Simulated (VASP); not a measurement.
# SiC (F-43m) in VASP: further runs

Runs on SiC. Level: LDA. Tasks: vibrations by perturbation theory.

Program: VASP 6.6.1. These are calculated values, not measurements. Logs are shortened: lines on timing, memory, paths and dates and some standing lists are left out, and cuts for length are marked.

### Step 1. The cell of the first run

It takes space group F-43m (No. 216, cubic). The conventional cell has a = 4.305 Å, b = 4.305 Å, c = 4.305 Å, α = 90.00°, β = 90.00°, γ = 90.00°. Si (site symmetry -43m) has 4 C at 1.86 Å within 2.5 Å. C (site symmetry -43m) has 4 Si at 1.86 Å within 2.5 Å.

### Step 2. Vibrations by perturbation theory, LDA

INCAR reads:

```
SYSTEM = SiC
  PREC = Accurate
  ENCUT = 520
  EDIFF = 1E-8
  ISMEAR = 0
  SIGMA = 0.01
  LREAL = .FALSE.
  LASPH = .TRUE.
  NELM = 60
  ALGO = Normal
  ISIF = 2
  LWAVE = .FALSE.
  LCHARG = .TRUE.
  GGA = CA
  IBRION = 8
  NSW = 1
```

KPOINTS reads:

```
Automatic mesh
0
G
  10 10 10
  0 0 0
```

POSCAR reads:

```
SiC
1.0
    2.1524131357      2.1524131357      0.0000000000
   -2.1524131357      2.1524131357      0.0000000000
    0.0000000000      2.1524131357      2.1524131357
Si C
1 1
Direct
    0.0000000000      0.0000000000      0.0000000000
    0.7500000000      0.2500000000      0.5000000000
```

Potentials or basis: VASP PAW LDA potentials, release 64 (Si, C).

The run is started by

```sh
cat potpaw_LDA.64/Si/POTCAR potpaw_LDA.64/C/POTCAR > POTCAR
mpirun -np 1 vasp_std > vasp.out
```

OUTCAR:

```text
SYSTEM = SiC
   PREC = Accurate
   ENCUT = 520
   EDIFF = 1E-8
   ISMEAR = 0
   LREAL = .FALSE.
   LASPH = .TRUE.
   NELM = 60
   ISIF = 2
   GGA = CA
   IBRION = 8
   NSW = 1

 ion  position               nearest neighbor table
   1  0.000  0.000  0.000-   2 1.86   2 1.86   2 1.86   2 1.86
   2  0.750  0.250  0.500-   1 1.86   1 1.86   1 1.86   1 1.86

  LATTYP: Found a face centered cubic cell.
 ALAT       =     4.3048262714

  Lattice vectors:

 A1 = (   0.0000000000,   2.1524131357,   2.1524131357)
 A2 = (   2.1524131357,   0.0000000000,   2.1524131357)
 A3 = (   2.1524131357,   2.1524131357,   0.0000000000)

Analysis of symmetry for initial positions (statically):
=====================================================================
 Subroutine PRICEL returns:
 Original cell was already a primitive cell.

 Routine SETGRP: Setting up the symmetry group for a
 face centered cubic supercell.

 Subroutine GETGRP returns: Found 24 space group operations
 (whereof 24 operations were pure point group operations)
 out of a pool of 48 trial point group operations.

The static configuration has the point symmetry T_d .

Analysis of symmetry for dynamics (positions and initial velocities):
=====================================================================
 Subroutine PRICEL returns:
 Original cell was already a primitive cell.

 Routine SETGRP: Setting up the symmetry group for a
 face centered cubic supercell.

 Subroutine GETGRP returns: Found 24 space group operations
 (whereof 24 operations were pure point group operations)
 out of a pool of 48 trial point group operations.

The dynamic configuration has the point symmetry T_d .

 Subroutine INISYM returns: Found 24 space group operations
 (whereof 24 operations are pure point group operations),
 and found     1 'primitive' translations

----------------------------------------------------------------------------------------

[... 424 lines left out ...]

 VOLUME and BASIS-vectors are now :
 -----------------------------------------------------------------------------
  energy-cutoff  :      520.00
  volume of cell :       19.94
      direct lattice vectors                 reciprocal lattice vectors
     2.152413136  2.152413136  0.000000000     0.232297412  0.232297412 -0.232297412
    -2.152413136  2.152413136  0.000000000    -0.232297412  0.232297412 -0.232297412
     0.000000000  2.152413136  2.152413136     0.000000000  0.000000000  0.464594823

 POSITION                                       TOTAL-FORCE (eV/Angst)
 -----------------------------------------------------------------------------------
      0.00000      0.00000      0.00000        -0.000000      0.000000     -0.000000
      1.07621      3.22862      1.07621         0.000000     -0.000000      0.000000
 -----------------------------------------------------------------------------------
    total drift:                               -0.000000      0.000000     -0.000000

  FREE ENERGIE OF THE ION-ELECTRON SYSTEM (eV)
  ---------------------------------------------------
  free  energy   TOTEN  =       -16.6373461833 eV

  energy  without entropy=      -16.6373461833  energy(sigma->0) =      -16.63734618

[... ionic steps 2 to 3 ...]

--------------------------------------- Ionic step        4  -------------------------------------------

------------------------ aborting loop because EDIFF is reached ----------------------------------------

[... ionic steps 5 to 6 ...]

--------------------------------------- Ionic step        7  -------------------------------------------

 Free energy of the ion-electron system (eV)
  ---------------------------------------------------
  ---------------------------------------------------
  free energy    TOTEN  =        -0.12517489 eV

  energy without entropy =       -0.12517489

------------------------ aborting loop because EDIFF is reached ----------------------------------------

 INTERNAL STRAIN TENSOR  FOR ION    2  DIRECTION 1   (eV/Angst):
 -----------------------------------------------------------------------------
     0.03371  0.00000  0.00000
     0.00000 -0.01354  9.62472
     0.00000  9.62472 -0.01354

 INTERNAL STRAIN TENSOR FOR ION    2 for displacements in x,y,z  (eV/Angst):
          X           Y           Z          XY          YZ          ZX
  --------------------------------------------------------------------------------
  x     0.00000    -0.00000    -0.00000     0.00000     9.62472     0.00000
  y    -0.00000    -0.00000    -0.00000     0.00000     0.00000     9.62472
  z    -0.00000    -0.00000     0.00000     9.62472     0.00000     0.00000

 SECOND DERIVATIVES (NOT SYMMETRIZED)
 ------------------------------------
               1X          1Y          1Z          2X          2Y          2Z
  1X   -20.452306   -0.000000    0.000000   20.452306    0.000000   -0.000000
  1Y     0.000000  -20.452306   -0.000000   -0.000000   20.452306    0.000000
  1Z     0.000000   -0.000000  -20.452306   -0.000000    0.000000   20.452306
  2X    20.452659   -0.000000    0.000000  -20.452659    0.000000   -0.000000
  2Y     0.000000   20.452659   -0.000000   -0.000000  -20.452659    0.000000
  2Z     0.000000   -0.000000   20.452659   -0.000000    0.000000  -20.452659

 Eigenvectors and eigenvalues of the dynamical matrix
 ----------------------------------------------------

   1 f  =   24.375202 THz   153.153909 2PiTHz  813.069208 cm-1   100.807689 meV
             X         Y         Z           dx          dy          dz
      0.000000  0.000000  0.000000     0.547314   -0.000000   -0.000000
      1.076207  3.228620  1.076207    -0.836927    0.000000    0.000000
[... 21 lines left out ...]
   6 f/i=    0.000096 THz     0.000605 2PiTHz    0.003210 cm-1     0.000398 meV
             X         Y         Z           dx          dy          dz
      0.000000  0.000000  0.000000     0.000000   -0.000000    0.836927
      1.076207  3.228620  1.076207    -0.000000    0.000000    0.547314

--------------------------------------------------------------------------------------------------------

 ELASTIC MODULI CONTR FROM IONIC RELAXATION (kBar)
 Direction    XX          YY          ZZ          XY          YZ          ZX
 --------------------------------------------------------------------------------
 XX          -0.0000     -0.0000      0.0000      0.0000     -0.0000      0.0000
 YY          -0.0000     -0.0000     -0.0000      0.0000      0.0000      0.0000
 ZZ           0.0000     -0.0000     -0.0000     -0.0000      0.0000      0.0000
 XY           0.0000      0.0000     -0.0000   -337.6946     -0.0000     -0.0000
 YZ          -0.0000      0.0000      0.0000     -0.0000   -337.6946     -0.0000
 ZX           0.0000      0.0000      0.0000     -0.0000     -0.0000   -337.6946
 --------------------------------------------------------------------------------
```

OSZICAR:

```text
N       E                     dE             d eps       ncg     rms          rms(c)
DAV:   1     0.351344898098E+01    0.35134E+01   -0.41897E+03   768   0.837E+02
DAV:   2    -0.184192145471E+02   -0.21933E+02   -0.21643E+02  1120   0.112E+02
DAV:   3    -0.187856173293E+02   -0.36640E+00   -0.36640E+00   856   0.175E+01
DAV:   4    -0.187867676332E+02   -0.11503E-02   -0.11503E-02  1192   0.112E+00
[... 35 lines left out ...]
RMM:   7    -0.125173674244E+00    0.51981E-05   -0.94958E-09  4730   0.836E-04    0.153E-04
RMM:   8    -0.125174896188E+00   -0.12219E-05   -0.99232E-09  4684   0.223E-04    0.355E-05
RMM:   9    -0.125174853097E+00    0.43091E-07    0.13468E-08  4992   0.440E-05    0.469E-06
RMM:  10    -0.125174891166E+00   -0.38069E-07    0.16966E-09  4914   0.908E-06    0.239E-06
RMM:  11    -0.125174887943E+00    0.32231E-08    0.10883E-08  4199   0.249E-06    0.134E-07
 Linear response finished
```

Run time: 35 s. Hardware: 1 thread of Intel Xeon 6975P-C, shared host; peak memory 0.19 GiB.

What came out:

- Highest phonon frequency at Γ, LO-TO splitting left out: 813 cm⁻¹

Phonon frequencies in cm⁻¹ (negative: imaginary):
| q point | frequencies |
| --- | --- |
| (0.000, 0.000, 0.000) | 0 0 0 813 813 813 |

Caveat: the cell wasn't relaxed at this level first, which shifts response properties.

### Step 3. Vibrations by perturbation theory, LDA

This run uses another cell than the first one, of 10.23 Å³/atom, 1.026 times its volume.

INCAR reads:

```
SYSTEM = SiC
ALGO = Normal
EDIFF = 1E-8
ENCUT = 520
IBRION = 8
ISIF = 2
ISMEAR = 0
LASPH = .True.
LCHARG = .False.
LREAL = .False.
LWAVE = .False.
NBANDS = 11
NELM = 100
NSW = 1
PREC = Accurate
SIGMA = 0.01
```

KPOINTS reads:

```
k-points
0
Gamma
  10 10 10
  0 0 0
```

POSCAR reads:

```
SiC
1.0
    2.1707390097      2.1707390097      0.0000000000
   -2.1707390097      2.1707390097      0.0000000000
    0.0000000000      2.1707390097      2.1707390097
Si C
1 1
Direct
    0.0000000000      0.0000000000      0.0000000000
    0.7500000000      0.2500000000      0.5000000000
```

Potentials or basis: VASP PAW LDA potentials, release 64 (Si, C).

The run is started by

```sh
cat potpaw_LDA.64/Si/POTCAR potpaw_LDA.64/C/POTCAR > POTCAR
mpirun -np 1 vasp_std > vasp.out
```

OUTCAR:

```text
SYSTEM = SiC
   EDIFF = 1E-8
   ENCUT = 520
   IBRION = 8
   ISIF = 2
   ISMEAR = 0
   LASPH = .True.
   LREAL = .False.
   NELM = 100
   NSW = 1
   PREC = Accurate

 ion  position               nearest neighbor table
   1  0.000  0.000  0.000-   2 1.88   2 1.88   2 1.88   2 1.88
   2  0.750  0.250  0.500-   1 1.88   1 1.88   1 1.88   1 1.88

  LATTYP: Found a face centered cubic cell.
 ALAT       =     4.3414780194

  Lattice vectors:

[... 590 lines left out ...]
 ------------------------------------
               1X          1Y          1Z          2X          2Y          2Z
  1X   -19.311291   -0.000000    0.000000   19.311291    0.000000   -0.000000
  1Y     0.000000  -19.311291   -0.000000   -0.000000   19.311291    0.000000
  1Z     0.000000   -0.000000  -19.311291   -0.000000    0.000000   19.311291
  2X    19.309216    0.000000   -0.000000  -19.309216   -0.000000    0.000000
  2Y    -0.000000   19.309216    0.000000    0.000000  -19.309216   -0.000000
  2Z    -0.000000    0.000000   19.309216    0.000000   -0.000000  -19.309216

 Eigenvectors and eigenvalues of the dynamical matrix
 ----------------------------------------------------

   1 f  =   23.684475 THz   148.813945 2PiTHz  790.029045 cm-1    97.951074 meV
             X         Y         Z           dx          dy          dz
      0.000000  0.000000  0.000000    -0.547338   -0.000000   -0.000000
      1.085370  3.256109  1.085370     0.836912    0.000000    0.000000
[... 21 lines left out ...]
   6 f/i=    0.000583 THz     0.003664 2PiTHz    0.019449 cm-1     0.002411 meV
             X         Y         Z           dx          dy          dz
      0.000000  0.000000  0.000000     0.742393    0.386359   -0.000000
      1.085370  3.256109  1.085370     0.485523    0.252678    0.000000

--------------------------------------------------------------------------------------------------------

 ELASTIC MODULI CONTR FROM IONIC RELAXATION (kBar)
 Direction    XX          YY          ZZ          XY          YZ          ZX
 --------------------------------------------------------------------------------
 XX          -0.0000      0.0000     -0.0000      0.0000      0.0000      0.0000
 YY           0.0000     -0.0000      0.0000      0.0000      0.0000     -0.0000
 ZZ          -0.0000      0.0000     -0.0000      0.0000      0.0000      0.0000
 XY           0.0000      0.0000      0.0000   -251.8261      0.0000      0.0000
 YZ           0.0000      0.0000      0.0000      0.0000   -251.8261     -0.0000
 ZX           0.0000     -0.0000      0.0000      0.0000     -0.0000   -251.8261
 --------------------------------------------------------------------------------
```

OSZICAR:

```text
N       E                     dE             d eps       ncg     rms          rms(c)
DAV:   1     0.197856693121E+01    0.19786E+01   -0.39429E+03  1082   0.615E+02
DAV:   2    -0.181333051225E+02   -0.20112E+02   -0.19460E+02  1328   0.112E+02
DAV:   3    -0.187089613391E+02   -0.57566E+00   -0.57462E+00  1271   0.157E+01
DAV:   4    -0.187113275322E+02   -0.23662E-02   -0.23661E-02  1195   0.129E+00
[... 38 lines left out ...]
RMM:   8    -0.124262574394E+00   -0.52527E-06    0.17929E-07  6381   0.783E-05    0.296E-05
RMM:   9    -0.124262522555E+00    0.51839E-07    0.20980E-07  6695   0.242E-05    0.299E-06
RMM:  10    -0.124262537062E+00   -0.14507E-07    0.19259E-07  6371   0.756E-06    0.168E-06
RMM:  11    -0.124262537698E+00   -0.63616E-09    0.18474E-07  5634   0.602E-06    0.135E-07
RMM:  12    -0.124262537654E+00    0.44004E-10    0.18661E-07  4322   0.581E-06    0.514E-08
 Linear response finished
```

Wall time 46 s (1 thread of Intel Xeon 6975P-C, shared host); peak memory 0.2 GiB.

What came out:

```yaml
Highest_phonon_frequency_at_Γ_LO-TO_splitting_left_out: 790 cm⁻¹
```

Phonon frequencies in cm⁻¹ (negative: imaginary):
```csv
q point,frequencies
"(0.000, 0.000, 0.000)",0 0 0 790 790 790
```

Caveat: the cell wasn't relaxed at this level first, which shifts response properties.
